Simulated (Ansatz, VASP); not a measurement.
# One calculation of Si2W, two programs

```
Si W
1.0
    -1.60690    1.60690    3.91495
     1.60690   -1.60690    3.91495
     1.60690    1.60690   -3.91495
Si W
2 1
Cartesian
  0.0000 0.0000 2.6207
  0.0000 0.0000 5.2092
  0.0000 0.0000 0.0000
```

Change from the starting cell: shortest bond scaled by 1, crystal datasets.

Alike in both runs: task electric field gradients; functional PBEsol; k mesh 13 × 13 × 13; occupations fermi-dirac, width 0.05 eV; no spin polarisation.

```csv
,VASP,Ansatz
version,VASP 6.6.1,Ansatz 0.2.0
potentials or method,"VASP PAW PBE potentials, release 64 (Si, W_sv), cutoff 520 eV","all-electron PAW with datasets made for the crystal, scalar-relativistic"
```

```tsv
	VASP	Ansatz	Ansatz less VASP
pressure (GPa)	-1.6	-2.0	-0.36
traceless stress, the component that is largest in VASP (GPa)	0.31	0.32	+0.006
rms of the force components (eV/Å)	0.008	0.004	-0.0034
size of Vzz on the site where it differs most (V/Å²)	142.9	167.9	+24.99
```

VASP's potentials were made for PBE, not for PBEsol. Atom by atom the forces differ by 0.003 eV/Å (rms over components). Ansatz ran all-electron here, and VASP with PAW potentials.

Neither program's run includes spin-orbit coupling.
